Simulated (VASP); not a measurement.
A run of VASP 6.6.1 is set up as follows.

File INCAR:

```
SYSTEM = ZnCd3O
ALGO = Normal
EDIFF = 1E-6
ENCUT = 520
GGA = PE
ISIF = 2
ISMEAR = 0
LASPH = .TRUE.
LCHARG = .FALSE.
LREAL = .FALSE.
LWAVE = .FALSE.
NBANDS = 35
NELM = 100
PREC = Accurate
SIGMA = 0.1
```

File KPOINTS:

```
k-points
0
G
  8 8 8
  0 0 0
```

POSCAR

```
ZnCd3O
1.0
    4.6375237935      0.0000000000      0.0000000000
    0.0000000000      4.6375237935      0.0000000000
    0.0000000000      0.0000000000      4.6375237935
Zn Cd O
1 3 1
Direct
    0.5000000000      0.5000000000      0.5000000000
    0.5000000000      0.0000000000      0.0000000000
    0.0000000000      0.5000000000      0.0000000000
    0.0000000000      0.0000000000      0.5000000000
    0.0000000000      0.0000000000      0.0000000000
```

Potentials or basis: VASP PAW PBE potentials, release 64 (Zn, Cd, O).

Run with:

```sh
$ cat potpaw_PBE.64/Zn/POTCAR potpaw_PBE.64/Cd/POTCAR potpaw_PBE.64/O/POTCAR > POTCAR
$ mpirun -np 1 vasp_std > vasp.out
```

(1) What does it give for the band gap on the k mesh?

(2) Estimate the pressure.

## Answers

(1) zero (band 27 reaches 3.55 eV, above the bottom of band 28 at 0.40 eV).

(2) 0.5 GPa.
